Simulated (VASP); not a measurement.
A run of VASP 6.6.1 is set up as follows.

INCAR

```
SYSTEM = BaZrO3
  PREC = Accurate
  ENCUT = 600
  EDIFF = 1E-6
  ISMEAR = 0
  SIGMA = 0.01
  LREAL = .False.
  LASPH = .True.
  NELM = 80
  ALGO = Normal
  ISIF = 3
  LWAVE = .False.
  LCHARG = .False.
  GGA = RP
  IBRION = 2
  NSW = 80
  EDIFFG = -0.01
```

KPOINTS

```
regular mesh
0
Gamma
  6 6 6
  0 0 0
```

POSCAR

```
BaZrO3
1.0
    4.1913400000      0.0000000000      0.0000000000
    0.0000000000      4.1913400000      0.0000000000
    0.0000000000      0.0000000000      4.1913400000
Ba Zr O
1 1 3
Direct
    0.0000000000      0.0000000000      0.0000000000
    0.5000000000      0.5000000000      0.5000000000
    0.0000000000      0.5000000000      0.5000000000
    0.5000000000      0.0000000000      0.5000000000
    0.5000000000      0.5000000000      0.0000000000
```

Potentials or basis: VASP PAW PBE potentials, release 64 (Ba_sv, Zr_sv, O).

Run with:

```bash
$ cat potpaw_PBE.64/Ba_sv/POTCAR potpaw_PBE.64/Zr_sv/POTCAR potpaw_PBE.64/O/POTCAR > POTCAR
$ mpirun -np 1 vasp_std > vasp.out
```

Q: Predict the band gap on the k mesh.

A: 3.11 eV, indirect (least direct gap 3.39 eV).

Q: What does it give for the relaxed volume?

A: 15.56 Å³/atom.

Q: Estimate the relaxed cell.

A: a = 4.269 Å, b = 4.269 Å, c = 4.269 Å, α = 90.00°, β = 90.00°, γ = 90.00°.

Q: Predict the space group after relaxing (to 0.05 Å).

A: Pm-3m (No. 221).

Step by step:
| step | energy change (eV) | largest force (eV/Å) | pressure (GPa) | volume (Å³) |
| --- | --- | --- | --- | --- |
| 1 | 0.0000 | 0.0000 | 8.49 | 73.63 |
| 2 | -0.0026 | 0.0000 | -6.85 | 82.27 |
| 3 | -0.1041 | 0.0000 | -0.04 | 77.80 |

Caveat: the PAW data sets were made with another functional, which shifts forces and pressure a little; spin-orbit coupling is left out, which moves the levels of the heavy elements. RPBE gaps usually lie below the measured ones, often by a third to a half.
